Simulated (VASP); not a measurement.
# LiBr (Fm-3m) in VASP: further runs

Runs on LiBr. Level: PBEsol. Tasks: vibrations by perturbation theory.

All numbers are computed with VASP 6.6.1; they aren't measurements. Logs are shortened: lines on timing, memory, paths and dates and some standing lists are left out, and cuts for length are marked.

## 1. The cell of the first run

It takes space group Fm-3m (No. 225, cubic). Conventional cell: a = 5.412 Å, b = 5.412 Å, c = 5.412 Å, α = 90.00°, β = 90.00°, γ = 90.00°. Li (site symmetry m-3m) has 6 Br at 2.71 Å within 3.6 Å. Within 3.6 Å of Br (site symmetry m-3m) lie 6 Li at 2.71 Å.

## 2. Vibrations by perturbation theory, PBEsol

INCAR reads:

```
PREC = Accurate
ENCUT = 750
EDIFF = 1E-8
ISMEAR = 0
SIGMA = 0.01
LREAL = F
LASPH = T
NELM = 120
ALGO = Normal
ISIF = 2
LWAVE = F
LCHARG = T
GGA = PS
IBRION = 8
NSW = 1
GGA_COMPAT = F
```

KPOINTS reads:

```
Automatic mesh
0
Gamma
  8 8 8
```

POSCAR reads:

```
LiBr
1.0
    2.7061252976      2.7061252976      0.0000000000
   -2.7061252976      2.7061252976      0.0000000000
    0.0000000000      2.7061252976      2.7061252976
Li Br
1 1
Direct
    0.0000000000      0.0000000000      0.0000000000
    0.5000000000      0.5000000000      0.0000000000
```

Potentials or basis: VASP PAW PBE potentials, release 64 (Li_sv, Br).

Run with:

```
$ cat potpaw_PBE.64/Li_sv/POTCAR potpaw_PBE.64/Br/POTCAR > POTCAR
$ mpirun -np 1 vasp_std > vasp.out
```

OUTCAR:

```text
PREC = Accurate
   ENCUT = 750
   EDIFF = 1E-8
   ISMEAR = 0
   LREAL = F
   LASPH = T
   NELM = 120
   ISIF = 2
   GGA = PS
   IBRION = 8
   NSW = 1

 ion  position               nearest neighbor table
   1  0.000  0.000  0.000-
   2  0.500  0.500  0.000-

  LATTYP: Found a face centered cubic cell.
 ALAT       =     5.4122505952

  Lattice vectors:

 A1 = (   0.0000000000,   2.7061252976,   2.7061252976)
 A2 = (   2.7061252976,   0.0000000000,   2.7061252976)
 A3 = (   2.7061252976,   2.7061252976,   0.0000000000)

Analysis of symmetry for initial positions (statically):
=====================================================================
 Subroutine PRICEL returns:
 Original cell was already a primitive cell.

 Routine SETGRP: Setting up the symmetry group for a
 face centered cubic supercell.

 Subroutine GETGRP returns: Found 48 space group operations
 (whereof 48 operations were pure point group operations)
 out of a pool of 48 trial point group operations.

The static configuration has the point symmetry O_h .

Analysis of symmetry for dynamics (positions and initial velocities):
=====================================================================
 Subroutine PRICEL returns:
 Original cell was already a primitive cell.

 Routine SETGRP: Setting up the symmetry group for a
 face centered cubic supercell.

 Subroutine GETGRP returns: Found 48 space group operations
 (whereof 48 operations were pure point group operations)
 out of a pool of 48 trial point group operations.

The dynamic configuration has the point symmetry O_h .

 Subroutine INISYM returns: Found 48 space group operations
 (whereof 48 operations are pure point group operations),
 and found     1 'primitive' translations

----------------------------------------------------------------------------------------

                                     Primitive cell

  volume of cell :      39.6345

  direct lattice vectors                    reciprocal lattice vectors
     2.706125298  2.706125298  0.000000000     0.184766020  0.184766020 -0.184766020
    -2.706125298  2.706125298  0.000000000    -0.184766020  0.184766020 -0.184766020
     0.000000000  2.706125298  2.706125298     0.000000000  0.000000000  0.369532039

  length of vectors
     3.827039097  3.827039097  3.827039097     0.320024134  0.320024134  0.369532039

  position of ions in fractional coordinates (direct lattice)
     0.000000000  0.000000000  0.000000000
     0.500000000  0.500000000  0.000000000

  ion indices of the primitive-cell ions
   primitive index   ion index
                 1           1
                 2           2

----------------------------------------------------------------------------------------

 KPOINTS: Automatic mesh

Automatic generation of k-mesh.
 Grid dimensions read from file:
 generate k-points for:    8    8    8

 Generating k-lattice:

  Cartesian coordinates                     Fractional coordinates (reciprocal lattice)
     0.023095752  0.023095752 -0.023095752     0.125000000  0.000000000  0.000000000
    -0.023095752  0.023095752 -0.023095752     0.000000000  0.125000000  0.000000000
     0.000000000  0.000000000  0.046191505     0.000000000  0.000000000  0.125000000

  Length of vectors
     0.040003017  0.040003017  0.046191505

  Shift w.r.t. Gamma in fractional coordinates (k-lattice)
     0.000000000  0.000000000  0.000000000

 Subroutine IBZKPT returns following result:
 ===========================================

 Found     29 irreducible k-points:

 Following reciprocal coordinates:
            Coordinates               Weight
  0.000000  0.000000  0.000000      1.000000
  0.125000  0.000000  0.000000      8.000000
  0.250000  0.000000  0.000000      8.000000
  0.375000  0.000000  0.000000      8.000000
  0.500000  0.000000  0.000000      4.000000
  0.125000  0.125000  0.000000     12.000000
[... 16 lines left out ...]
  0.375000  0.250000  0.125000     48.000000
  0.500000  0.250000  0.125000     24.000000
 [... further k-points ...]
   k-points           NKPTS =     29   k-points in BZ     NKDIM =     29   number of bands    NBANDS=      9
   number of dos      NEDOS =    301   number of ions     NIONS =      2
   total plane-waves  NPLWV =  46656
   dimension x,y,z NGX =    36 NGY =   36 NGZ =   36
   dimension x,y,z NGXF=    72 NGYF=   72 NGZF=   72
   ions per type =               1   1
   NGX,Y,Z   is equivalent  to a cutoff of  15.64, 15.64, 15.64 a.u.
   NGXF,Y,Z  is equivalent  to a cutoff of  31.28, 31.28, 31.28 a.u.
 SYSTEM =  unknown system
   PREC   = accura    normal or accurate (medium, high low for compatibility)
   ISTART =      0    job   : 0-new  1-cont  2-samecut
   ICHARG =      2    charge: 1-file 2-atom 10-const
   ISPIN  =      1    spin polarized calculation?
   LNONCOLLINEAR =      F non collinear calculations
   LSORBIT =      F    spin-orbit coupling
   LASPH  =      T    aspherical Exc in radial PAW
   ENCUT  =  750.0 eV  55.12 Ry    7.42 a.u.   8.55  8.55  8.55*2*pi/ulx,y,z
   NELM   =    120;   NELMIN=  2; NELMDL= -5     # of ELM steps
   EDIFF  = 0.1E-07   stopping-criterion for ELM
   LREAL  =      F    real-space projection
   EDIFFG = 0.1E-06   stopping-criterion for IOM
   NSW    =      1    number of steps for IOM
   IBRION =      8    ionic relax: 0-MD 1-quasi-New 2-CG
   NFREE  =      0    steps in history (QN), initial steepest desc. (CG)
   ISIF   =      2    stress and relaxation
   ISYM   =      2    0-nonsym 1-usesym 2-fastsym
   POTIM  = 0.5000    time-step for ionic-motion
   TEBEG  =    0.0;   TEEND  =   0.0 temperature during run
   PSTRESS=    0.0 pullay stress
   NELECT =      10.0000    total number of electrons
   NUPDOWN=      -1.0000    fix difference up-down
   EMIN   =  10.00;   EMAX   =-10.00  energy-range for DOS
   EFERMI =   0.00;   METHOD = LEGACY
   ISMEAR =     0;   SIGMA  =   0.01  broadening in eV -4-tet -1-fermi 0-gaus
   EFERMI_NEDOS =   21; number of points for ismear=-14 and -15
   IALGO  =     38    algorithm
   IMIX   =      4    mixing-type and parameters
     AMIX     =   0.40;   BMIX     =  1.00
     AMIX_MAG =   1.60;   BMIX_MAG =  1.00
  volume/ion in A,a.u.               =      19.82       133.73
  Fermi-wavevector in a.u.,A,eV,Ry     =   1.034468  1.954860 14.559913  1.070123
  Thomas-Fermi vector in A             =   2.168764
   LORBIT       =      0    0 simple, 1 ext, 2 COOP (PROOUT), +10 PAW based schemes
   GGA     = PS    functional components
   LHFCALC =     F    Hartree Fock is set to
   AEXX    =    0.0000 exact exchange contribution
   IVDW    =     0    specifies the selected vdW correction
   LEPSILON=     F    determine dielectric tensor
   LRPA    =     F    only Hartree local field effects (RPA)
 non-spin polarized calculation
 Gauss-broadening in eV      SIGMA  =   0.01
  energy-cutoff  :      750.00
  volume of cell :       39.63
 maximum number of plane-waves:      1868
 NGX is ok and might be reduce to    36
   NGX = 17   NGY = 17   NGZ = 17

--------------------------------------- Ionic step        1  -------------------------------------------

 number of electron      10.0000001 magnetization

 Free energy of the ion-electron system (eV)
  ---------------------------------------------------
  ext. energy  EPLUGINS =         0.00000000
  ---------------------------------------------------
  free energy    TOTEN  =        -6.93525701 eV

  energy without entropy =       -6.93525701  energy(sigma->0) =       -6.93525701

 E-fermi :   0.6479     XC(G=0):  -8.7907

 val. band max:        0.5858627151   @ k =   0.0000   0.0000   0.0000
 cond. band min:       5.5699326253   @ k =   0.0000   0.0000   0.0000
 fundamental gap:      4.9840699102
 Fermi energy:         0.6479045846

 k-point     1 :       0.0000    0.0000    0.0000
  band No.  band energies     occupation
      1     -43.0182      2.00000
      2     -13.0462      2.00000
      3       0.5859      2.00000
      4       0.5859      2.00000
      5       0.5859      2.00000
      6       5.5699      0.00000
      7      11.0091      0.00000
      8      11.0091      0.00000
      9      11.0091      0.00000
[... 265 lines left out ...]
 k-point    24 :       0.5000    0.2500    0.1250
  band No.  band energies     occupation
      1     -43.0165      2.00000
      2     -12.4017      2.00000
      3      -2.2589      2.00000
      4      -0.9060      2.00000
      5      -0.0895      2.00000
      6       7.5779      0.00000
      7       8.4497      0.00000
      8       9.8277      0.00000
      9      11.4367      0.00000

 [... further k-points ...]

------------------------ aborting loop because EDIFF is reached ----------------------------------------

  FORCE on cell =-STRESS in cart. coord.  units (eV):
  Direction    XX          YY          ZZ          XY          YZ          ZX
  --------------------------------------------------------------------------------------
  -------------------------------------------------------------------------------------
  Total       -0.0124916     -0.0124916     -0.0124916     -0.0000000      0.0000000      0.0000000
  in kB       -0.5049571     -0.5049571     -0.5049571     -0.0000000      0.0000000      0.0000000
  external PRESSURE =      -0.5049571 kB  Pullay stress =       0.0000000 kB

 VOLUME and BASIS-vectors are now :
 -----------------------------------------------------------------------------
  energy-cutoff  :      750.00
  volume of cell :       39.63
      direct lattice vectors                 reciprocal lattice vectors
     2.706125298  2.706125298  0.000000000     0.184766020  0.184766020 -0.184766020
    -2.706125298  2.706125298  0.000000000    -0.184766020  0.184766020 -0.184766020
     0.000000000  2.706125298  2.706125298     0.000000000  0.000000000  0.369532039

 POSITION                                       TOTAL-FORCE (eV/Angst)
 -----------------------------------------------------------------------------------
      0.00000      0.00000      0.00000        -0.000000      0.000000      0.000000
      0.00000      2.70613      0.00000         0.000000     -0.000000      0.000000
 -----------------------------------------------------------------------------------
    total drift:                               -0.000000      0.000000     -0.000000

  FREE ENERGIE OF THE ION-ELECTRON SYSTEM (eV)
  ---------------------------------------------------
  free  energy   TOTEN  =        -6.9352570131 eV

  energy  without entropy=       -6.9352570131  energy(sigma->0) =       -6.93525701

[... ionic steps 2 to 3 ...]

--------------------------------------- Ionic step        4  -------------------------------------------

------------------------ aborting loop because EDIFF is reached ----------------------------------------

[... ionic steps 5 to 6 ...]

--------------------------------------- Ionic step        7  -------------------------------------------

 Free energy of the ion-electron system (eV)
  ---------------------------------------------------
  ---------------------------------------------------
  free energy    TOTEN  =        -0.13705124 eV

  energy without entropy =       -0.13705124

------------------------ aborting loop because EDIFF is reached ----------------------------------------

 INTERNAL STRAIN TENSOR  FOR ION    2  DIRECTION 1   (eV/Angst):
 -----------------------------------------------------------------------------
    -0.00056  0.00000  0.00000
     0.00000 -0.01043 -0.00000
    -0.00000 -0.00000 -0.01043

 INTERNAL STRAIN TENSOR FOR ION    2 for displacements in x,y,z  (eV/Angst):
          X           Y           Z          XY          YZ          ZX
  --------------------------------------------------------------------------------
  x     0.00000     0.00000     0.00000     0.00000     0.00000     0.00000
  y     0.00000     0.00000     0.00000     0.00000     0.00000     0.00000
  z     0.00000     0.00000     0.00000     0.00000     0.00000     0.00000

 SECOND DERIVATIVES (NOT SYMMETRIZED)
 ------------------------------------
               1X          1Y          1Z          2X          2Y          2Z
  1X    -0.760336   -0.000000    0.000000    0.760336    0.000000   -0.000000
  1Y     0.000000   -0.760336   -0.000000   -0.000000    0.760336    0.000000
  1Z     0.000000    0.000000   -0.760336   -0.000000   -0.000000    0.760336
  2X     0.756269    0.000000   -0.000000   -0.756269   -0.000000    0.000000
  2Y    -0.000000    0.756269    0.000000    0.000000   -0.756269   -0.000000
  2Z     0.000000    0.000000    0.756269   -0.000000   -0.000000   -0.756269

 Eigenvectors and eigenvalues of the dynamical matrix
 ----------------------------------------------------

   1 f  =    5.368607 THz    33.731954 2PiTHz  179.077462 cm-1    22.202766 meV
             X         Y         Z           dx          dy          dz
      0.000000  0.000000  0.000000     0.639360    0.711867   -0.064858
      0.000000  2.706125  0.000000    -0.188867   -0.210286    0.019159
[... 21 lines left out ...]
   6 f/i=    0.003912 THz     0.024582 2PiTHz    0.130502 cm-1     0.016180 meV
             X         Y         Z           dx          dy          dz
      0.000000  0.000000  0.000000    -0.024887   -0.281779    0.015459
      0.000000  2.706125  0.000000    -0.084248   -0.953890    0.052334

--------------------------------------------------------------------------------------------------------

 ELASTIC MODULI CONTR FROM IONIC RELAXATION (kBar)
 Direction    XX          YY          ZZ          XY          YZ          ZX
 --------------------------------------------------------------------------------
 XX           0.0000      0.0000      0.0000      0.0000      0.0000      0.0000
 YY           0.0000      0.0000      0.0000      0.0000      0.0000      0.0000
 ZZ           0.0000      0.0000      0.0000      0.0000      0.0000      0.0000
 XY           0.0000      0.0000      0.0000      0.0000      0.0000      0.0000
 YZ           0.0000      0.0000      0.0000      0.0000      0.0000      0.0000
 ZX           0.0000      0.0000      0.0000      0.0000      0.0000      0.0000
 --------------------------------------------------------------------------------
```

It took 1.8 min on 1 thread of Intel Xeon 6975P-C (Granite Rapids), shared host; peak memory 0.3 GiB.

What came out:

* Highest phonon frequency at Γ, LO-TO splitting left out: 179 cm⁻¹

Phonon frequencies in cm⁻¹ (negative: imaginary):
| q point | frequencies |
| --- | --- |
| (0.000, 0.000, 0.000) | 0 0 0 179 179 179 |

Caveat: the PAW data sets were made with another functional, which shifts forces and pressure a little.

## 3. Vibrations by perturbation theory, PBEsol

This run uses another cell than the first one, of 21.53 Å³/atom.

INCAR reads:

```
ALGO = Normal ; EDIFF = 1E-8
ENCUT = 750 ; GGA = PS
GGA_COMPAT = F ; IBRION = 8
ISIF = 2 ; ISMEAR = 0
LASPH = T ; LCHARG = F
LREAL = F ; LWAVE = F
NELM = 120 ; NSW = 1
PREC = Accurate ; SIGMA = 0.01
```

KPOINTS reads:

```
k-points
0
Gamma
  8 8 8
```

POSCAR reads:

```
LiBr
1.0
    2.7819336877      2.7819336877      0.0000000000
   -2.7819336877      2.7819336877      0.0000000000
    0.0000000000      2.7819336877      2.7819336877
Li Br
1 1
Direct
    0.0000000000      0.0000000000      0.0000000000
    0.5000000000      0.5000000000      0.0000000000
```

Potentials or basis: VASP PAW PBE potentials, release 64 (Li_sv, Br).

Run with:

```
$ cat potpaw_PBE.64/Li_sv/POTCAR potpaw_PBE.64/Br/POTCAR > POTCAR
$ mpirun -np 1 vasp_std > vasp.out
```

OUTCAR:

```text
EDIFF = 1E-8
   ENCUT = 750
   GGA = PS
   IBRION = 8
   ISIF = 2
   ISMEAR = 0
   LASPH = T
   LREAL = F
   NELM = 120
   NSW = 1
   PREC = Accurate

 ion  position               nearest neighbor table
   1  0.000  0.000  0.000-
   2  0.500  0.500  0.000-

  LATTYP: Found a face centered cubic cell.
 ALAT       =     5.5638673754

  Lattice vectors:

 A1 = (   0.0000000000,   2.7819336877,   2.7819336877)
 A2 = (   2.7819336877,   0.0000000000,   2.7819336877)
 A3 = (   2.7819336877,   2.7819336877,   0.0000000000)

Analysis of symmetry for initial positions (statically):
=====================================================================
 Subroutine PRICEL returns:
 Original cell was already a primitive cell.

 Routine SETGRP: Setting up the symmetry group for a
 face centered cubic supercell.

[... 517 lines left out ...]

 INTERNAL STRAIN TENSOR  FOR ION    2  DIRECTION 1   (eV/Angst):
 -----------------------------------------------------------------------------
    -0.00108  0.00000  0.00000
     0.00000 -0.00941 -0.00000
     0.00000 -0.00000 -0.00941

 INTERNAL STRAIN TENSOR FOR ION    2 for displacements in x,y,z  (eV/Angst):
          X           Y           Z          XY          YZ          ZX
  --------------------------------------------------------------------------------
  x     0.00000     0.00000     0.00000     0.00000     0.00000     0.00000
  y     0.00000     0.00000     0.00000     0.00000     0.00000     0.00000
  z     0.00000     0.00000     0.00000     0.00000     0.00000     0.00000

 SECOND DERIVATIVES (NOT SYMMETRIZED)
 ------------------------------------
               1X          1Y          1Z          2X          2Y          2Z
  1X    -0.375975   -0.000000    0.000000    0.375975    0.000000   -0.000000
  1Y     0.000000   -0.375975   -0.000000   -0.000000    0.375975    0.000000
  1Z     0.000000    0.000000   -0.375975   -0.000000   -0.000000    0.375975
  2X     0.379487    0.000000    0.000000   -0.379487    0.000000    0.000000
  2Y     0.000000    0.379487    0.000000    0.000000   -0.379487    0.000000
  2Z     0.000000    0.000000    0.379487    0.000000    0.000000   -0.379487

 Eigenvectors and eigenvalues of the dynamical matrix
 ----------------------------------------------------

   1 f  =    3.777423 THz    23.734252 2PiTHz  126.001285 cm-1    15.622161 meV
             X         Y         Z           dx          dy          dz
      0.000000  0.000000  0.000000     0.328228   -0.900510    0.000000
      0.000000  2.781934  0.000000    -0.097673    0.267970    0.000000
[... 21 lines left out ...]
   6 f/i=    0.004800 THz     0.030162 2PiTHz    0.160125 cm-1     0.019853 meV
             X         Y         Z           dx          dy          dz
      0.000000  0.000000  0.000000     0.284276   -0.023125    0.000000
      0.000000  2.781934  0.000000     0.955308   -0.077712    0.000000

--------------------------------------------------------------------------------------------------------

 ELASTIC MODULI CONTR FROM IONIC RELAXATION (kBar)
 Direction    XX          YY          ZZ          XY          YZ          ZX
 --------------------------------------------------------------------------------
 XX           0.0000      0.0000      0.0000      0.0000      0.0000      0.0000
 YY           0.0000      0.0000      0.0000      0.0000      0.0000      0.0000
 ZZ           0.0000      0.0000      0.0000      0.0000      0.0000      0.0000
 XY           0.0000      0.0000      0.0000      0.0000      0.0000      0.0000
 YZ           0.0000      0.0000      0.0000      0.0000      0.0000      0.0000
 ZX           0.0000      0.0000      0.0000      0.0000      0.0000      0.0000
 --------------------------------------------------------------------------------
```

Run time: 1.9 min. Hardware: 1 thread of Intel Xeon 6975P-C (Granite Rapids), shared host; peak memory 0.3 GiB.

Results:

- Highest phonon frequency at Γ, LO-TO splitting left out: 126 cm⁻¹

Phonon frequencies in cm⁻¹ (negative: imaginary):
| q point | frequencies |
| --- | --- |
| (0.000, 0.000, 0.000) | 0 0 0 126 126 126 |

Caveat: the cell stands under pressure or tension, which shifts response properties; the PAW data sets were made with another functional, which shifts forces and pressure a little.
